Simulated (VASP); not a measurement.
Here is a VASP 6.6.1 calculation.

File INCAR:

```
ALGO = Normal
EDIFF = 1E-7
ENCUT = 520
GGA = PE
ISIF = 2
ISMEAR = 0
LASPH = True
LCHARG = True
LELF = True
LREAL = False
LVHAR = True
LWAVE = False
NBANDS = 39
NELM = 80
PREC = Accurate
SIGMA = 0.1
```

File KPOINTS:

```
k-points
0
Gamma
  4 4 4
```

Contents of POSCAR:

```
ZnSb2S6
1.0
    0.0000000000      4.4391438723      4.4391438723
    4.4391438723      0.0000000000      4.4391438723
    4.4391438723      4.4391438723      0.0000000000
Zn Sb S
1 2 6
Direct
    0.0000000000      0.0000000000      0.0000000000
    0.2500000000      0.2500000000      0.2500000000
    0.7500000000      0.7500000000      0.7500000000
    0.7369288719      0.7369288719      0.2630711281
    0.7369288719      0.2630711281      0.7369288719
    0.2630711281      0.7369288719      0.2630711281
    0.2630711281      0.2630711281      0.7369288719
    0.2630711281      0.7369288719      0.7369288719
    0.7369288719      0.2630711281      0.2630711281
```

Potentials or basis: VASP PAW PBE potentials, release 64 (Zn, Sb, S).

The run is started by

```sh
$ cat potpaw_PBE.64/Zn/POTCAR potpaw_PBE.64/Sb/POTCAR potpaw_PBE.64/S/POTCAR > POTCAR
$ mpirun -np 1 vasp_std > vasp.out
```

(1) What does it give for the pressure?

(2) What does it give for the largest force?

(3) Predict the band gap on the k mesh.

Results:

(1) -0.3 GPa.

(2) 0.065 eV/Å.

(3) zero (band 29 reaches 6.93 eV, above the bottom of band 30 at 5.78 eV).

Caveat: spin-orbit coupling is left out, which moves the levels of the heavy elements.
